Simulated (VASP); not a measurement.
Crystal: Rh.

```xyz
1
Lattice="0.0000 1.9161 1.9161 1.9161 0.0000 1.9161 1.9161 1.9161 0.0000" Properties=species:S:1:pos:R:3 pbc="T T T"
Rh    0.0000    0.0000    0.0000
```

Program: VASP 6.6.1. Alike in all runs: task single point; level PBE; potentials or basis VASP PAW PBE potentials, release 64 (Rh_pv); no spin polarisation; cell as given; cutoff (eV) 520.

Question: Order these runs on this cell by their pressure, lowest first.
A. k mesh 5 × 5 × 5; smearing fermi-dirac 0.1 eV
B. k mesh 4 × 4 × 4; smearing fermi-dirac 0.1 eV
C. k mesh 14 × 14 × 14; smearing gaussian 1 eV
D. k mesh 14 × 14 × 14; smearing methfessel-paxton 0.03 eV
E. k mesh 14 × 14 × 14; smearing fermi-dirac 0.6 eV

Answer: B (-6.8 GPa), D (-0.3 GPa), A (2.8 GPa), C (6.0 GPa), E (11.6 GPa).

Caveats: some runs use coarse meshes.
